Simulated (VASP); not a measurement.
# FePt (P4/mmm) in VASP: single point with PBE

Aim: the single point of FePt with PBE.

All numbers are computed with VASP 6.6.1; they aren't measurements. Logs are shortened: lines on timing, memory, paths and dates and some standing lists are left out, and cuts for length are marked.

## (1) The cell of the first run

Symmetry: P4/mmm, No. 123, tetragonal system. The conventional cell has a = 2.722 Å, b = 2.722 Å, c = 3.700 Å, α = 90.00°, β = 90.00°, γ = 90.00°. Fe (site symmetry 4/mmm) has 8 Pt at 2.67 Å and 4 Fe at 2.72 Å within 3.5 Å. Within 3.5 Å of Pt (site symmetry 4/mmm) lie 8 Fe at 2.67 Å and 4 Pt at 2.72 Å.

## (2) Single point, PBE, collinear spin, ferromagnetic start

Input file INCAR:

```
PREC = Accurate
ENCUT = 520
EDIFF = 1E-7
ISMEAR = -1
SIGMA = 0.1
LREAL = F
LASPH = T
NELM = 150
ALGO = Normal
ISIF = 2
LWAVE = F
LCHARG = F
ISPIN = 2
MAGMOM = 4 0
LORBIT = 11
LMAXMIX = 4
GGA = PE
NBANDS = 20
```

Input file KPOINTS:

```
regular mesh
0
Gamma
  11 11 9
```

Input file POSCAR:

```
FePt
1.0
    2.7216540000      0.0000000000      0.0000000000
    0.0000000000      2.7216540000      0.0000000000
    0.0000000000      0.0000000000      3.7000000000
Fe Pt
1 1
Direct
    0.5000000000      0.5000000000      0.5000000000
    0.0000000000      0.0000000000      0.0000000000
```

Potentials or basis: VASP PAW PBE potentials, release 64 (Fe, Pt).

Run with:

```
$ cat potpaw_PBE.64/Fe/POTCAR potpaw_PBE.64/Pt/POTCAR > POTCAR
$ mpirun -np 1 vasp_std > vasp.out
```

OUTCAR:

```text
PREC = Accurate
   ENCUT = 520
   EDIFF = 1E-7
   ISMEAR = -1
   LREAL = F
   LASPH = T
   NELM = 150
   ISIF = 2
   ISPIN = 2
   LORBIT = 11
   GGA = PE

 ion  position               nearest neighbor table
   1  0.500  0.500  0.500-   2 2.67   2 2.67   2 2.67   2 2.67   2 2.67   2 2.67   2 2.67   2 2.67

   2  0.000  0.000  0.000-   1 2.67   1 2.67   1 2.67   1 2.67   1 2.67   1 2.67   1 2.67   1 2.67

  LATTYP: Found a simple tetragonal cell.
 ALAT       =     2.7216540000
 C/A-ratio  =     1.3594674415

  Lattice vectors:

 A1 = (   2.7216540000,   0.0000000000,   0.0000000000)
 A2 = (   0.0000000000,   2.7216540000,   0.0000000000)
 A3 = (   0.0000000000,   0.0000000000,   3.7000000000)

Analysis of symmetry for initial positions (statically):
=====================================================================
 Subroutine PRICEL returns:
 Original cell was already a primitive cell.

 Routine SETGRP: Setting up the symmetry group for a
 simple tetragonal supercell.

 Subroutine GETGRP returns: Found 16 space group operations
 (whereof 16 operations were pure point group operations)
 out of a pool of 16 trial point group operations.

The static configuration has the point symmetry D_4h.

Analysis of symmetry for dynamics (positions and initial velocities):
=====================================================================
 Subroutine PRICEL returns:
 Original cell was already a primitive cell.

 Routine SETGRP: Setting up the symmetry group for a
 simple tetragonal supercell.

 Subroutine GETGRP returns: Found 16 space group operations
 (whereof 16 operations were pure point group operations)
 out of a pool of 16 trial point group operations.

The dynamic configuration has the point symmetry D_4h.

Analysis of structural, dynamic, and magnetic symmetry:
=====================================================================
 Subroutine PRICEL returns:
 Original cell was already a primitive cell.

 Routine SETGRP: Setting up the symmetry group for a
 simple tetragonal supercell.

 Subroutine GETGRP returns: Found 16 space group operations
 (whereof 16 operations were pure point group operations)
 out of a pool of 16 trial point group operations.

The overall configuration has the point symmetry D_4h.

 Subroutine INISYM returns: Found 16 space group operations
 (whereof 16 operations are pure point group operations),
 and found     1 'primitive' translations

----------------------------------------------------------------------------------------

                                     Primitive cell

  volume of cell :      27.4074

  direct lattice vectors                    reciprocal lattice vectors
     2.721654000  0.000000000  0.000000000     0.367423633  0.000000000  0.000000000
     0.000000000  2.721654000  0.000000000     0.000000000  0.367423633  0.000000000
     0.000000000  0.000000000  3.700000000     0.000000000  0.000000000  0.270270270

  length of vectors
     2.721654000  2.721654000  3.700000000     0.367423633  0.367423633  0.270270270

  position of ions in fractional coordinates (direct lattice)
     0.500000000  0.500000000  0.500000000
     0.000000000  0.000000000  0.000000000

  ion indices of the primitive-cell ions
   primitive index   ion index
                 1           1
                 2           2

----------------------------------------------------------------------------------------

 KPOINTS: regular mesh

Automatic generation of k-mesh.
 Grid dimensions read from file:
 generate k-points for:   11   11    9

 Generating k-lattice:

  Cartesian coordinates                     Fractional coordinates (reciprocal lattice)
     0.033402148  0.000000000  0.000000000     0.090909091  0.000000000  0.000000000
     0.000000000  0.033402148  0.000000000     0.000000000  0.090909091  0.000000000
     0.000000000  0.000000000  0.030030030     0.000000000  0.000000000  0.111111111

  Length of vectors
     0.033402148  0.033402148  0.030030030

  Shift w.r.t. Gamma in fractional coordinates (k-lattice)
     0.000000000  0.000000000  0.000000000

 Subroutine IBZKPT returns following result:
 ===========================================

 Found    105 irreducible k-points:

 Following reciprocal coordinates:
            Coordinates               Weight
  0.000000  0.000000  0.000000      1.000000
  0.090909  0.000000  0.000000      4.000000
  0.181818  0.000000  0.000000      4.000000
  0.272727  0.000000  0.000000      4.000000
  0.363636  0.000000  0.000000      4.000000
  0.454545  0.000000  0.000000      4.000000
[... 16 lines left out ...]
  0.090909  0.000000  0.111111      8.000000
  0.181818  0.000000  0.111111      8.000000
 [... further k-points ...]
   k-points           NKPTS =    105   k-points in BZ     NKDIM =    105   number of bands    NBANDS=     20
   number of dos      NEDOS =    301   number of ions     NIONS =      2
   total plane-waves  NPLWV =  11200
   dimension x,y,z NGX =    20 NGY =   20 NGZ =   28
   dimension x,y,z NGXF=    40 NGYF=   40 NGZF=   56
   ions per type =               1   1
   NGX,Y,Z   is equivalent  to a cutoff of  12.22, 12.22, 12.58 a.u.
   NGXF,Y,Z  is equivalent  to a cutoff of  24.43, 24.43, 25.16 a.u.
 SYSTEM =  unknown system
   PREC   = accura    normal or accurate (medium, high low for compatibility)
   ISTART =      0    job   : 0-new  1-cont  2-samecut
   ICHARG =      2    charge: 1-file 2-atom 10-const
   ISPIN  =      2    spin polarized calculation?
   LNONCOLLINEAR =      F non collinear calculations
   LSORBIT =      F    spin-orbit coupling
   LASPH  =      T    aspherical Exc in radial PAW
   ENCUT  =  520.0 eV  38.22 Ry    6.18 a.u.   5.06  5.06  6.88*2*pi/ulx,y,z
   NELM   =    150;   NELMIN=  2; NELMDL= -5     # of ELM steps
   EDIFF  = 0.1E-06   stopping-criterion for ELM
   LREAL  =      F    real-space projection
   EDIFFG = 0.1E-05   stopping-criterion for IOM
   NSW    =      0    number of steps for IOM
   IBRION =     -1    ionic relax: 0-MD 1-quasi-New 2-CG
   NFREE  =      0    steps in history (QN), initial steepest desc. (CG)
   ISIF   =      2    stress and relaxation
   ISYM   =      2    0-nonsym 1-usesym 2-fastsym
   POTIM  = 0.5000    time-step for ionic-motion
   TEBEG  =    0.0;   TEEND  =   0.0 temperature during run
   PSTRESS=    0.0 pullay stress
   NELECT =      18.0000    total number of electrons
   NUPDOWN=      -1.0000    fix difference up-down
   EMIN   =  10.00;   EMAX   =-10.00  energy-range for DOS
   EFERMI =   0.00;   METHOD = LEGACY
   ISMEAR =    -1;   SIGMA  =   0.10  broadening in eV -4-tet -1-fermi 0-gaus
   EFERMI_NEDOS =   21; number of points for ismear=-14 and -15
   IALGO  =     38    algorithm
   IMIX   =      4    mixing-type and parameters
     AMIX     =   0.40;   BMIX     =  1.00
     AMIX_MAG =   1.60;   BMIX_MAG =  1.00
  volume/ion in A,a.u.               =      13.70        92.48
  Fermi-wavevector in a.u.,A,eV,Ry     =   1.423016  2.689111 27.551455  2.024975
  Thomas-Fermi vector in A             =   2.543658
   LORBIT       =     11    0 simple, 1 ext, 2 COOP (PROOUT), +10 PAW based schemes
   GGA     = PE    functional components
   LHFCALC =     F    Hartree Fock is set to
   AEXX    =    0.0000 exact exchange contribution
   IVDW    =     0    specifies the selected vdW correction
   LEPSILON=     F    determine dielectric tensor
   LRPA    =     F    only Hartree local field effects (RPA)
 spin polarized calculation
  energy-cutoff  :      520.00
  volume of cell :       27.41
 maximum number of plane-waves:       754
   NGX = 11   NGY = 11   NGZ = 13

 number of electron      17.9999998 magnetization       3.2641382

 Free energy of the ion-electron system (eV)
  ---------------------------------------------------
  ext. energy  EPLUGINS =         0.00000000
  ---------------------------------------------------
  free energy    TOTEN  =       -14.81838195 eV

  energy without entropy =      -14.77079664  energy(sigma->0) =      -14.79458929

 E-fermi :   8.8168     XC(G=0): -13.0971

 val. band max:        8.8076837467   @ k =   0.4545   0.1818   0.3333
 cond. band min:       8.8189512667   @ k =   0.4545   0.1818   0.4444
 fundamental gap:      0.0112675200
 Fermi energy:         8.8168037421

 spin component 1

 k-point     1 :       0.0000    0.0000    0.0000
  band No.  band energies     occupation
      1      -0.8508      1.00000
      2       2.3996      1.00000
      3       2.5650      1.00000
      4       5.3265      1.00000
      5       5.3265      1.00000
      6       5.9006      1.00000
[... 12 lines left out ...]
     19      30.3420      0.00000
     20      30.3420      0.00000

 k-point     2 :       0.0909    0.0000    0.0000
  band No.  band energies     occupation
      1      -0.6354      1.00000
      2       2.5158      1.00000
      3       2.7103      1.00000
      4       5.2390      1.00000
      5       5.3886      1.00000
      6       5.9561      1.00000
[... 498 lines left out ...]
 k-point    24 :       0.1818    0.0000    0.1111
  band No.  band energies     occupation
      1       0.1121      1.00000
      2       2.8329      1.00000
      3       3.2399      1.00000
      4       5.0068      1.00000
      5       5.5626      1.00000
      6       6.0239      1.00000
[... 12 lines left out ...]
     19      31.6956      0.00000
     20      31.8134      0.00000

 [... further k-points ...]

 spin component 2

 k-point     1 :       0.0000    0.0000    0.0000
  band No.  band energies     occupation
      1      -0.7139      1.00000
      2       2.9516      1.00000
      3       2.9697      1.00000
      4       6.3979      1.00000
      5       6.3979      1.00000
      6       7.9882      0.99975
[... 12 lines left out ...]
     19      30.4399      0.00000
     20      30.4399      0.00000

 k-point     2 :       0.0909    0.0000    0.0000
  band No.  band energies     occupation
      1      -0.4973      1.00000
      2       3.0382      1.00000
      3       3.1507      1.00000
      4       6.1928      1.00000
      5       6.4580      1.00000
      6       7.8381      0.99994
[... 498 lines left out ...]
 k-point    24 :       0.1818    0.0000    0.1111
  band No.  band energies     occupation
      1       0.2546      1.00000
      2       3.2957      1.00000
      3       3.7421      1.00000
      4       5.6426      1.00000
      5       6.6219      1.00000
      6       7.4634      1.00000
[... 12 lines left out ...]
     19      31.8545      0.00000
     20      32.0811      0.00000

 [... further k-points ...]
[... 5 lines left out ...]
  --------------------------------------------------------------------------------------
  -------------------------------------------------------------------------------------
  Total        0.6193477      0.6193477      1.1128810      0.0000000      0.0000000      0.0000000
  in kB       36.2057536     36.2057536     65.0566591      0.0000000      0.0000000      0.0000000
  external PRESSURE =      45.8227221 kB  Pullay stress =       0.0000000 kB

 VOLUME and BASIS-vectors are now :
 -----------------------------------------------------------------------------
  energy-cutoff  :      520.00
  volume of cell :       27.41
      direct lattice vectors                 reciprocal lattice vectors
     2.721654000  0.000000000  0.000000000     0.367423633  0.000000000  0.000000000
     0.000000000  2.721654000  0.000000000     0.000000000  0.367423633  0.000000000
     0.000000000  0.000000000  3.700000000     0.000000000  0.000000000  0.270270270

 POSITION                                       TOTAL-FORCE (eV/Angst)
 -----------------------------------------------------------------------------------
      1.36083      1.36083      1.85000         0.000000      0.000000      0.000000
      0.00000      0.00000      0.00000         0.000000      0.000000      0.000000
 -----------------------------------------------------------------------------------
    total drift:                               -0.000000      0.000000      0.000000

  FREE ENERGIE OF THE ION-ELECTRON SYSTEM (eV)
  ---------------------------------------------------
  free  energy   TOTEN  =       -14.8183819462 eV

  energy  without entropy=      -14.7707966390  energy(sigma->0) =      -14.79458929

 total charge

# of ion       s       p       d       tot
------------------------------------------
    1        0.412   0.458   6.132   7.003
    2        0.719   0.671   8.059   9.449
--------------------------------------------------
tot          1.131   1.129  14.191  16.452

 magnetization (x)

# of ion       s       p       d       tot
------------------------------------------
    1        0.005  -0.006   2.910   2.909
    2       -0.025  -0.067   0.421   0.330
--------------------------------------------------
tot         -0.020  -0.073   3.331   3.238
```

Run time: 57 s. Hardware: 1 thread of Intel Xeon Platinum 8375C at 2.90GHz (Ice Lake), shared host; peak memory 0.21 GiB.

What came out:

```
Free energy                                           : -14.8184 eV
Pressure                                              : 4.6 GPa
Net moment                                            : 3.26 μB per cell
Site moments                                          : Fe +2.91; Pt +0.33 μB
Valence electrons inside the program's atomic spheres : Fe 7.00; Pt 9.45
```

Levels at points of the mesh, in eV from the Fermi level:
Spin up:
```tsv
k point	band 7	band 8	band 9	band 10	band 11	band 12	band 13	band 14	band 15	band 16
(0.00, 0.00, 0.00)	-2.15	-1.92	-0.55	-0.40	-0.40	2.34	9.92	11.63	11.63	17.21
```
Spin down:
| k point | band 5 | band 6 | band 7 | band 8 | band 9 | band 10 | band 11 | band 12 |
| --- | --- | --- | --- | --- | --- | --- | --- | --- |
| (0.00, 0.00, 0.00) | -2.42 | -0.83 | -0.80 | 0.59 | 1.68 | 1.68 | 1.69 | 2.53 |

Caveat: spin-orbit coupling is left out, which moves the levels of the heavy elements.
